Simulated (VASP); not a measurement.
# BAs (F-43m) in VASP: further runs

Runs on BAs. Level: LDA. Tasks: single point, relaxation of cell and atoms.

All numbers are computed with VASP 6.6.1; they aren't measurements. Logs are shortened: lines on timing, memory, paths and dates and some standing lists are left out, and cuts for length are marked.

## 1. The cell of the first run

It takes space group F-43m (No. 216, cubic). The conventional cell has a = 4.711 Å, b = 4.711 Å, c = 4.711 Å, α = 90.00°, β = 90.00°, γ = 90.00°. B (site symmetry -43m) has 4 As at 2.04 Å within 2.7 Å. As (site symmetry -43m) has 4 B at 2.04 Å within 2.7 Å.

## 2. Single point, LDA

INCAR reads:

```
ALGO = Normal ; EDIFF = 1E-6
ENCUT = 500 ; GGA_COMPAT = F
ISIF = 2 ; ISMEAR = 0
LASPH = T ; LCHARG = F
LREAL = F ; LWAVE = F
NBANDS = 11 ; NELM = 120
PREC = Accurate ; SIGMA = 0.01
```

KPOINTS reads:

```
k-points
0
Gamma
  10 10 10
```

POSCAR reads:

```
BAs
1.0
    0.0000000000      2.3556650338      2.3556650338
    2.3556650338      0.0000000000      2.3556650338
    2.3556650338      2.3556650338      0.0000000000
B As
1 1
Direct
    0.0000000000      0.0000000000      0.0000000000
    0.7500000000      0.7500000000      0.7500000000
```

Potentials or basis: VASP PAW LDA potentials, release 64 (B, As).

On the command line:

```console
$ cat potpaw_LDA.64/B/POTCAR potpaw_LDA.64/As/POTCAR > POTCAR
$ mpirun -np 1 vasp_std > vasp.out
```

OUTCAR:

```text
EDIFF = 1E-6
   ENCUT = 500
   ISIF = 2
   ISMEAR = 0
   LASPH = T
   LREAL = F
   NELM = 120
   PREC = Accurate

 ion  position               nearest neighbor table
   1  0.000  0.000  0.000-   2 2.04   2 2.04   2 2.04   2 2.04
   2  0.750  0.750  0.750-   1 2.04   1 2.04   1 2.04   1 2.04

  LATTYP: Found a face centered cubic cell.
 ALAT       =     4.7113300676

  Lattice vectors:

 A1 = (   0.0000000000,   2.3556650338,   2.3556650338)
 A2 = (   2.3556650338,   0.0000000000,   2.3556650338)
 A3 = (   2.3556650338,   2.3556650338,   0.0000000000)

Analysis of symmetry for initial positions (statically):
=====================================================================
 Subroutine PRICEL returns:
 Original cell was already a primitive cell.

 Routine SETGRP: Setting up the symmetry group for a
 face centered cubic supercell.

 Subroutine GETGRP returns: Found 24 space group operations
 (whereof 24 operations were pure point group operations)
 out of a pool of 48 trial point group operations.

The static configuration has the point symmetry T_d .

Analysis of symmetry for dynamics (positions and initial velocities):
=====================================================================
 Subroutine PRICEL returns:
 Original cell was already a primitive cell.

 Routine SETGRP: Setting up the symmetry group for a
 face centered cubic supercell.

 Subroutine GETGRP returns: Found 24 space group operations
 (whereof 24 operations were pure point group operations)
 out of a pool of 48 trial point group operations.

The dynamic configuration has the point symmetry T_d .

 Subroutine INISYM returns: Found 24 space group operations
 (whereof 24 operations are pure point group operations),
 and found     1 'primitive' translations

----------------------------------------------------------------------------------------

                                     Primitive cell

  volume of cell :      26.1439

  direct lattice vectors                    reciprocal lattice vectors
     0.000000000  2.355665034  2.355665034    -0.212254286  0.212254286  0.212254286
     2.355665034  0.000000000  2.355665034     0.212254286 -0.212254286  0.212254286
     2.355665034  2.355665034  0.000000000     0.212254286  0.212254286 -0.212254286

  length of vectors
     3.331413439  3.331413439  3.331413439     0.367635208  0.367635208  0.367635208

  position of ions in fractional coordinates (direct lattice)
     0.000000000  0.000000000  0.000000000
     0.750000000  0.750000000  0.750000000

  ion indices of the primitive-cell ions
   primitive index   ion index
                 1           1
                 2           2

----------------------------------------------------------------------------------------

 KPOINTS: k-points

Automatic generation of k-mesh.
 Grid dimensions read from file:
 generate k-points for:   10   10   10

 Generating k-lattice:

  Cartesian coordinates                     Fractional coordinates (reciprocal lattice)
    -0.021225429  0.021225429  0.021225429     0.100000000  0.000000000  0.000000000
     0.021225429 -0.021225429  0.021225429     0.000000000  0.100000000  0.000000000
     0.021225429  0.021225429 -0.021225429     0.000000000  0.000000000  0.100000000

  Length of vectors
     0.036763521  0.036763521  0.036763521

  Shift w.r.t. Gamma in fractional coordinates (k-lattice)
     0.000000000  0.000000000  0.000000000

 Subroutine IBZKPT returns following result:
 ===========================================

 Found     47 irreducible k-points:

 Following reciprocal coordinates:
            Coordinates               Weight
  0.000000  0.000000  0.000000      1.000000
  0.100000  0.000000  0.000000      8.000000
  0.200000  0.000000  0.000000      8.000000
  0.300000  0.000000  0.000000      8.000000
  0.400000  0.000000  0.000000      8.000000
  0.500000  0.000000  0.000000      4.000000
[... 16 lines left out ...]
  0.300000  0.300000  0.000000      6.000000
  0.400000  0.300000  0.000000     24.000000
 [... further k-points ...]
   k-points           NKPTS =     47   k-points in BZ     NKDIM =     47   number of bands    NBANDS=     11
   number of dos      NEDOS =    301   number of ions     NIONS =      2
   total plane-waves  NPLWV =  13824
   dimension x,y,z NGX =    24 NGY =   24 NGZ =   24
   dimension x,y,z NGXF=    48 NGYF=   48 NGZF=   48
   ions per type =               1   1
   NGX,Y,Z   is equivalent  to a cutoff of  11.98, 11.98, 11.98 a.u.
   NGXF,Y,Z  is equivalent  to a cutoff of  23.95, 23.95, 23.95 a.u.
 SYSTEM =  unknown system
   PREC   = accura    normal or accurate (medium, high low for compatibility)
   ISTART =      0    job   : 0-new  1-cont  2-samecut
   ICHARG =      2    charge: 1-file 2-atom 10-const
   ISPIN  =      1    spin polarized calculation?
   LNONCOLLINEAR =      F non collinear calculations
   LSORBIT =      F    spin-orbit coupling
   LASPH  =      T    aspherical Exc in radial PAW
   ENCUT  =  500.0 eV  36.75 Ry    6.06 a.u.   6.07  6.07  6.07*2*pi/ulx,y,z
   NELM   =    120;   NELMIN=  2; NELMDL= -5     # of ELM steps
   EDIFF  = 0.1E-05   stopping-criterion for ELM
   LREAL  =      F    real-space projection
[... 7 lines left out ...]
   TEBEG  =    0.0;   TEEND  =   0.0 temperature during run
   PSTRESS=    0.0 pullay stress
   NELECT =       8.0000    total number of electrons
   NUPDOWN=      -1.0000    fix difference up-down
   EMIN   =  10.00;   EMAX   =-10.00  energy-range for DOS
   EFERMI =   0.00;   METHOD = LEGACY
   ISMEAR =     0;   SIGMA  =   0.01  broadening in eV -4-tet -1-fermi 0-gaus
   EFERMI_NEDOS =   21; number of points for ismear=-14 and -15
   IALGO  =     38    algorithm
   IMIX   =      4    mixing-type and parameters
     AMIX     =   0.40;   BMIX     =  1.00
     AMIX_MAG =   1.60;   BMIX_MAG =  1.00
  volume/ion in A,a.u.               =      13.07        88.21
  Fermi-wavevector in a.u.,A,eV,Ry     =   1.103184  2.084715 16.558494  1.217015
  Thomas-Fermi vector in A             =   2.239638
   LORBIT       =      0    0 simple, 1 ext, 2 COOP (PROOUT), +10 PAW based schemes
   GGA     = CA    functional components
   LHFCALC =     F    Hartree Fock is set to
   AEXX    =    0.0000 exact exchange contribution
   IVDW    =     0    specifies the selected vdW correction
   LEPSILON=     F    determine dielectric tensor
   LRPA    =     F    only Hartree local field effects (RPA)
 non-spin polarized calculation
 Gauss-broadening in eV      SIGMA  =   0.01
  energy-cutoff  :      500.00
  volume of cell :       26.14
 maximum number of plane-waves:       678
   NGX = 13   NGY = 13   NGZ = 13

 number of electron       8.0000001 magnetization

 Free energy of the ion-electron system (eV)
  ---------------------------------------------------
  ext. energy  EPLUGINS =         0.00000000
  ---------------------------------------------------
  free energy    TOTEN  =       -12.92129837 eV

  energy without entropy =      -12.92129837  energy(sigma->0) =      -12.92129837

 E-fermi :   6.7109     XC(G=0): -10.9578

 val. band max:        6.6338977462   @ k =   0.0000   0.0000   0.0000
 cond. band min:       7.7185697805   @ k =   0.4000   0.4000   0.0000
 fundamental gap:      1.0846720343
 Fermi energy:         6.7109200945

 k-point     1 :       0.0000    0.0000    0.0000
  band No.  band energies     occupation
      1      -9.1258      2.00000
      2       6.6339      2.00000
      3       6.6339      2.00000
      4       6.6339      2.00000
      5       9.9378      0.00000
      6       9.9378      0.00000
      7       9.9378      0.00000
      8      11.8630      0.00000
      9      16.2033      0.00000
     10      19.8413      0.00000
     11      19.8413      0.00000

 k-point     2 :       0.1000    0.0000    0.0000
  band No.  band energies     occupation
      1      -8.9558      2.00000
      2       5.2194      2.00000
      3       6.3178      2.00000
      4       6.3178      2.00000
      5      10.1589      0.00000
      6      10.3517      0.00000
      7      10.3517      0.00000
      8      12.6350      0.00000
      9      16.8781      0.00000
     10      18.6568      0.00000
     11      18.6568      0.00000

 k-point     3 :       0.2000    0.0000    0.0000
  band No.  band energies     occupation
      1      -8.4536      2.00000
      2       2.7927      2.00000
      3       5.7204      2.00000
      4       5.7204      2.00000
      5      10.0250      0.00000
      6      11.0875      0.00000
      7      11.0875      0.00000
      8      14.1003      0.00000
      9      17.9018      0.00000
     10      17.9029      0.00000
     11      17.9029      0.00000

 k-point     4 :       0.3000    0.0000    0.0000
  band No.  band energies     occupation
      1      -7.6545      2.00000
      2       0.4272      2.00000
      3       5.1951      2.00000
      4       5.1951      2.00000
      5       9.7923      0.00000
      6      11.4792      0.00000
      7      11.4792      0.00000
      8      15.1794      0.00000
      9      18.0650      0.00000
     10      18.3775      0.00000
     11      18.3775      0.00000
[... 239 lines left out ...]
 k-point    22 :      -0.2000    0.2000    0.0000
  band No.  band energies     occupation
      1      -7.3816      2.00000
      2       1.0822      2.00000
      3       2.3867      2.00000
      4       5.2925      2.00000
      5      10.6876      0.00000
      6      11.8303      0.00000
      7      12.7530      0.00000
      8      13.7826      0.00000
      9      16.5748      0.00000
     10      19.3539      0.00000
     11      21.1128      0.00000

 k-point    23 :       0.3000    0.3000    0.0000
  band No.  band energies     occupation
      1      -7.1401      2.00000
      2       1.4137      2.00000
      3       3.3066      2.00000
      4       3.3066      2.00000
      5       7.9565      0.00000
      6      10.2508      0.00000
      7      15.2779      0.00000
      8      15.2779      0.00000
      9      17.9145      0.00000
     10      21.9784      0.00000
     11      22.0369      0.00000

 k-point    24 :       0.4000    0.3000    0.0000
  band No.  band energies     occupation
      1      -6.3826      2.00000
      2       0.1222      2.00000
      3       2.4843      2.00000
      4       2.9991      2.00000
      5       8.2619      0.00000
      6       9.9826      0.00000
      7      15.6933      0.00000
      8      15.8984      0.00000
      9      18.8953      0.00000
     10      22.8156      0.00000
     11      22.8171      0.00000

 [... further k-points ...]
[... 5 lines left out ...]
  --------------------------------------------------------------------------------------
  -------------------------------------------------------------------------------------
  Total        0.4930733      0.4930733      0.4930733     -0.0000000      0.0000000      0.0000000
  in kB       30.2170064     30.2170064     30.2170064     -0.0000000      0.0000000      0.0000000
  external PRESSURE =      30.2170064 kB  Pullay stress =       0.0000000 kB

 VOLUME and BASIS-vectors are now :
 -----------------------------------------------------------------------------
  energy-cutoff  :      500.00
  volume of cell :       26.14
      direct lattice vectors                 reciprocal lattice vectors
     0.000000000  2.355665034  2.355665034    -0.212254286  0.212254286  0.212254286
     2.355665034  0.000000000  2.355665034     0.212254286 -0.212254286  0.212254286
     2.355665034  2.355665034  0.000000000     0.212254286  0.212254286 -0.212254286

 POSITION                                       TOTAL-FORCE (eV/Angst)
 -----------------------------------------------------------------------------------
      0.00000      0.00000      0.00000        -0.000000     -0.000000     -0.000000
      3.53350      3.53350      3.53350         0.000000      0.000000      0.000000
 -----------------------------------------------------------------------------------
    total drift:                               -0.000000     -0.000000     -0.000000

  FREE ENERGIE OF THE ION-ELECTRON SYSTEM (eV)
  ---------------------------------------------------
  free  energy   TOTEN  =       -12.9212983672 eV

  energy  without entropy=      -12.9212983672  energy(sigma->0) =      -12.92129837
```

It took 6.8 s on 1 thread of Intel Xeon 6975P-C (Granite Rapids), shared host; peak memory 0.13 GiB.

What came out:

| Item | Value |
| --- | --- |
| Free energy | -12.9213 eV |
| Pressure | 3.0 GPa |
| Band gap on the k mesh | 1.08 eV (least direct gap 3.30 eV) |

Caveat: the cell stands under pressure. A k mesh can miss the band edges.

[end of part 1 of 2]
